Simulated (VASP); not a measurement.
# ZnGaAs2 (I-42d) in VASP: a series of runs, part 2 of 2

VASP 6.6.1.

## (6) Relaxation of cell and atoms, r2SCAN

This run uses another cell than the first one, of 22.31 Å³/atom.

The input, POSCAR:

```
ZnGaAs2
1.0
    0.0000000000      5.6300340000      0.0000000000
    5.6300340000      0.0000000000      0.0000000000
    2.8150170000      2.8150170000     -5.6300340000
Ga As Zn
2 4 2
Direct
    0.5000000000      0.5000000000      0.0000000000
    0.2500000000      0.7500000000      0.5000000000
    0.3750000000      0.3620000000      0.7500000000
    0.6380000000      0.1250000000      0.2500000000
    0.8750000000      0.8880000000      0.7500000000
    0.1120000000      0.6250000000      0.2500000000
    0.0000000000      0.0000000000      0.0000000000
    0.7500000000      0.2500000000      0.5000000000
```

The input, INCAR.step1:

```
SYSTEM = ZnGaAs2
PREC     = Accurate       ! precision mode
ENCUT    = 600            ! plane-wave cutoff, eV
ISMEAR   = -1             ! smearing method
SIGMA    = 0.1            ! smearing width, eV
LREAL    = .False.        ! projectors in reciprocal space
LASPH    = .True.         ! aspherical terms in the spheres
NELM     = 100            ! most SCF steps
GGA      = PE             ! functional
ALGO     = Normal         ! electronic algorithm
EDIFF    = 1E-4           ! SCF threshold, eV
LWAVE    = .True.         ! write WAVECAR
LCHARG   = .False.        ! write CHGCAR
```

The input, INCAR.step2:

```
SYSTEM = ZnGaAs2
PREC     = Accurate       ! precision mode
ENCUT    = 600            ! plane-wave cutoff, eV
EDIFF    = 1E-6           ! SCF threshold, eV
ISMEAR   = -1             ! smearing method
SIGMA    = 0.1            ! smearing width, eV
LREAL    = .False.        ! projectors in reciprocal space
LASPH    = .True.         ! aspherical terms in the spheres
NELM     = 100            ! most SCF steps
ALGO     = Normal         ! electronic algorithm
ISIF     = 3              ! what is computed and relaxed
LWAVE    = .False.        ! write WAVECAR
LCHARG   = .False.        ! write CHGCAR
METAGGA  = R2SCAN         ! meta-GGA
LMIXTAU  = .True.       
IBRION   = 2              ! ionic algorithm
NSW      = 60             ! ionic steps
EDIFFG   = -0.01          ! ionic threshold
ISTART   = 1
```

The input, KPOINTS:

```
regular mesh
0
Gamma
  4 4 4
  0 0 0
```

Potentials or basis: VASP PAW PBE potentials, release 64 (Ga_d, As, Zn).

On the command line:

```console
> cat potpaw_PBE.64/Ga_d/POTCAR potpaw_PBE.64/As/POTCAR potpaw_PBE.64/Zn/POTCAR > POTCAR
> cp INCAR.step1 INCAR
> mpirun -np 1 vasp_std > vasp.out
> cp INCAR.step2 INCAR
> mpirun -np 1 vasp_std > vasp.out
```

OUTCAR:

```text
SYSTEM = ZnGaAs2
   PREC = Accurate
   ENCUT = 600
   EDIFF = 1E-6
   ISMEAR = -1
   LREAL = .False.
   LASPH = .True.
   NELM = 100
   ISIF = 3
   METAGGA = R2SCAN
   IBRION = 2
   NSW = 60
   EDIFFG = -0.01
   ISTART = 1

 ion  position               nearest neighbor table
   1  0.500  0.500  0.000-   3 2.48   4 2.48   5 2.48   6 2.48
   2  0.250  0.750  0.500-   4 2.48   5 2.48   6 2.48   3 2.48
   3  0.375  0.362  0.750-   7 2.40   8 2.40   1 2.48   2 2.48
   4  0.638  0.125  0.250-   7 2.40   8 2.40   1 2.48   2 2.48
   5  0.875  0.888  0.750-   7 2.40   8 2.40   1 2.48   2 2.48
   6  0.112  0.625  0.250-   8 2.40   7 2.40   2 2.48   1 2.48
   7  0.000  0.000  0.000-   3 2.40   4 2.40   5 2.40   6 2.40
   8  0.750  0.250  0.500-   6 2.40   4 2.40   5 2.40   3 2.40

  LATTYP: Found a body centered tetragonal cell.
 ALAT       =     5.6300340000
 C/A-ratio  =     2.0000000000
[... 305 lines left out ...]

  energy  without entropy=     -101.2676334141  energy(sigma->0) =     -101.32661542

[... ionic steps 4 to 7 ...]

--------------------------------------- Ionic step        8  -------------------------------------------

 number of electron      70.0000003 magnetization

------------------------ aborting loop because EDIFF is reached ----------------------------------------
[... 79 lines left out ...]
--------------------------------------- Ionic step       10  -------------------------------------------

 number of electron      70.0000003 magnetization

 Free energy of the ion-electron system (eV)
  ---------------------------------------------------
  ext. energy  EPLUGINS =         0.00000000
  ---------------------------------------------------
  free energy    TOTEN  =      -101.39354035 eV

  energy without entropy =     -101.27778174  energy(sigma->0) =     -101.33566104

 E-fermi :   2.2835     XC(G=0): -10.1692

 val. band max:        2.2280613462   @ k =   0.5000   0.2500   0.0000
 cond. band min:       2.3577028563   @ k =   0.5000   0.5000   0.0000
 fundamental gap:      0.1296415101
 Fermi energy:         2.2834954835

 k-point     1 :       0.0000    0.0000    0.0000
  band No.  band energies     occupation
      1     -12.4792      2.00000
      2     -12.4792      2.00000
      3     -12.4745      2.00000
      4     -12.4093      2.00000
      5     -12.4003      2.00000
      6     -12.4003      2.00000
[... 609 lines left out ...]
  FREE ENERGIE OF THE ION-ELECTRON SYSTEM (eV)
  ---------------------------------------------------
  free  energy   TOTEN  =      -101.3935403464 eV

  energy  without entropy=     -101.2777817405  energy(sigma->0) =     -101.33566104

 reached required accuracy - stopping structural energy minimisation
```

OUTCAR.step1:

```text
SYSTEM = ZnGaAs2
   PREC = Accurate
   ENCUT = 600
   ISMEAR = -1
   LREAL = .False.
   LASPH = .True.
[... 818 lines left out ...]
      4.22253      1.33432     -1.40751        -0.000000      0.551591      0.000000
      0.00000      0.00000      0.00000        -0.000000     -0.000000      0.000000
      2.81502      5.63003     -2.81502         0.000000     -0.000000      0.000000
 -----------------------------------------------------------------------------------
    total drift:                               -0.000000     -0.000000     -0.000004

  FREE ENERGIE OF THE ION-ELECTRON SYSTEM (eV)
  ---------------------------------------------------
  free  energy   TOTEN  =       -27.8427672403 eV

  energy  without entropy=      -27.7245256795  energy(sigma->0) =      -27.78364646
```

OSZICAR.step1:

```text
N       E                     dE             d eps       ncg     rms          rms(c)
DAV:   1     0.590820911416E+03    0.59082E+03   -0.34836E+04  1110   0.238E+03
DAV:   2     0.611009192959E+02   -0.52972E+03   -0.51751E+03  1116   0.571E+02
DAV:   3    -0.238661867600E+02   -0.84967E+02   -0.83437E+02  1244   0.182E+02
DAV:   4    -0.285418286252E+02   -0.46756E+01   -0.46343E+01  1324   0.406E+01
DAV:   5    -0.286444489128E+02   -0.10262E+00   -0.10239E+00  1280   0.579E+00    0.719E+00
DAV:   6    -0.278507310001E+02    0.79372E+00   -0.33907E+00  1336   0.364E+01    0.554E+00
DAV:   7    -0.278409830394E+02    0.97480E-02   -0.13606E+00  1246   0.817E+00    0.241E+00
DAV:   8    -0.278416038922E+02   -0.62085E-03   -0.74773E-02  1358   0.206E+00    0.766E-01
DAV:   9    -0.278425941313E+02   -0.99024E-03   -0.11730E-02  1214   0.137E+00    0.122E-01
DAV:  10    -0.278425725008E+02    0.21631E-04   -0.23149E-03  1348   0.458E-01    0.574E-02
DAV:  11    -0.278427498501E+02   -0.17735E-03   -0.60207E-04  1006   0.133E-01    0.295E-02
DAV:  12    -0.278427672403E+02   -0.17390E-04   -0.14036E-04   722   0.121E-01
   1 F= -.27842767E+02 E0= -.27783646E+02  d E =-.118242E+00
```

Wall time 26 min (1 thread of Intel Xeon 6975P-C (Granite Rapids), shared host); peak memory 0.47 GiB.

Results:

```
Free energy                           : -101.3935 eV
Relaxed volume                        : 22.45 Å³/atom
Relaxed cell                          : a = 5.661 Å, b = 5.661 Å, c = 6.887 Å, α = 65.73°, β = 65.73°, γ = 90.00°
Space group after relaxing (to 0.1 Å) : I-42d (No. 122)
Energy gained by relaxing             : 10.3 meV/atom
Ionic steps                           : 10
Pressure after relaxing               : 0.0 GPa
Band gap on the k mesh                : zero (bands 35 and 36 overlap by 1.62 eV)
```

Stress tensor (GPa, compression positive):
```
 0.06  0.00  0.00
 0.00  0.06  0.00
 0.00  0.00 -0.02
```

Step by step:
```tsv
step	energy change (eV)	largest force (eV/Å)	pressure (GPa)	volume (Å³)
1	0.0000	0.6149	0.40	178.46
2	-0.0569	0.3373	-0.15	179.89
3	-0.0746	0.0378	-0.78	181.91
4	-0.0767	0.0467	-0.65	181.44
5	-0.0804	0.0400	0.36	178.78
6	-0.0814	0.0129	0.05	179.59
7	-0.0814	0.0094	-0.02	179.70
8	-0.0814	0.0105	0.03	179.66
9	-0.0818	0.0079	0.03	179.65
10	-0.0825	0.0001	0.03	179.61
```

Final structure:
```
Ga As Zn
1.0
     0.00000    5.66136    0.00000
     5.66136    0.00000    0.00000
     2.83068    2.83068   -5.60400
Ga As Zn
2 4 2
Cartesian
  2.8307 2.8307 0.0000
  5.6614 2.8307 -2.8020
  4.2390 4.2460 -4.2030
  1.4153 4.2531 -1.4010
  7.0837 7.0767 -4.2030
  4.2460 1.4083 -1.4010
  0.0000 0.0000 0.0000
  2.8307 5.6614 -2.8020
```

Levels at points of the mesh, in eV from the Fermi level:
```
           k point  band 33  band 34  band 35  band 36  band 37  band 38
(0.00, 0.00, 0.00)    -1.72     1.01     1.01     1.07     2.46     2.85
(0.50, 0.00, 0.00)    -1.36    -1.08    -0.40    -0.09     4.28     4.45
(0.50, 0.50, 0.00)    -0.16    -0.16     0.07     0.07     2.72     2.72
(0.00, 0.00, 0.50)    -0.74    -0.74    -0.61    -0.61     2.91     2.91
```

Caveat: the PAW data sets were made with another functional, which shifts forces and pressure a little.

## (7) Summary

```tsv
task	level	potentials or basis	cell	cutoff (eV)	gap on the mesh (eV)	pressure (GPa)	relaxed volume (Å³/atom)
single point	LDA	VASP PAW LDA potentials, release 64 (Ga_d, As, Zn)	a = 5.583, b = 5.583, c = 6.784 Å, angles 65.7, 65.7, 90.0°, 8 atoms, atomic positions A	520	none	0.4	-
single point	r2SCAN	VASP PAW PBE potentials, release 64 (Ga_d, As, Zn)	a = 5.662, b = 5.662, c = 6.886 Å, angles 65.7, 65.7, 90.0°, 8 atoms, atomic positions B	520	none	0.1	-
relaxation of cell and atoms	LDA	VASP PAW LDA potentials, release 64 (Ga_d, As, Zn)	relaxed from a = 5.630, b = 5.630, c = 6.895 Å, angles 65.9, 65.9, 90.0°, 8 atoms, atomic positions C	600	none	0.1	21.57
relaxation of cell and atoms	r2SCAN	VASP PAW PBE potentials, release 64 (Ga_d, As, Zn)	relaxed from a = 5.630, b = 5.630, c = 6.895 Å, angles 65.9, 65.9, 90.0°, 8 atoms, atomic positions C	600	none	0.0	22.45
```

Alike in all rows: no spin polarisation; k mesh 4 × 4 × 4; smearing fermi-dirac 0.1 eV.

Caveats: the PAW data sets were made with another functional, which shifts forces and pressure a little (at least some runs).

Absolute energies hang on the potentials; compare differences alone.
